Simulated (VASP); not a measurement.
SrO, 2 atoms in the cell. It takes space group Fm-3m (No. 225, cubic). Conventional cell: a = 5.108 Å, b = 5.108 Å, c = 5.108 Å, α = 90.00°, β = 90.00°, γ = 90.00°. Within 3.4 Å of Sr (site symmetry m-3m) lie 6 O at 2.55 Å. Within 3.4 Å of O (site symmetry m-3m) lie 6 Sr at 2.55 Å.  This cell differs from its parent crystal: strain -1.0%.

```yaml
Program: VASP 6.6.1
Task: single point
Functional: r2SCAN
Potentials_or_basis: VASP PAW PBE potentials, release 64 (Sr_sv, O)
Cutoff: 520 eV
k_mesh: 8 × 8 × 8
Occupations: gaussian, width 0.01 eV
Spin: non-collinear spin, zero start, spin-orbit coupling
Starting_moments: "[[0.0, 0.0, 0.0], [0.0, 0.0, 0.0]] μB"
Dipole_correction: no
Further_INCAR_settings: ALGO = Normal; EDIFF = 1e-06; NBANDS = 28
```

Potentials or basis: VASP PAW PBE potentials, release 64 (Sr_sv, O).

The run is started by

```sh
$ cat potpaw_PBE.64/Sr_sv/POTCAR potpaw_PBE.64/O/POTCAR > POTCAR
$ cp INCAR.step1 INCAR
$ mpirun -np 1 vasp_ncl > vasp.out
$ cp INCAR.step2 INCAR
$ mpirun -np 1 vasp_ncl > vasp.out
```

Hardware: 1 thread of AMD EPYC 9R45 96-Core Processor (Zen 5), with other jobs on the host.

Question: How long does it take, and how much memory?

Answer: Run time: 4 min on 1 thread of AMD EPYC 9R45 96-Core Processor (Zen 5), on a shared host, peak memory 0.27 GiB. Counts: k points 29.
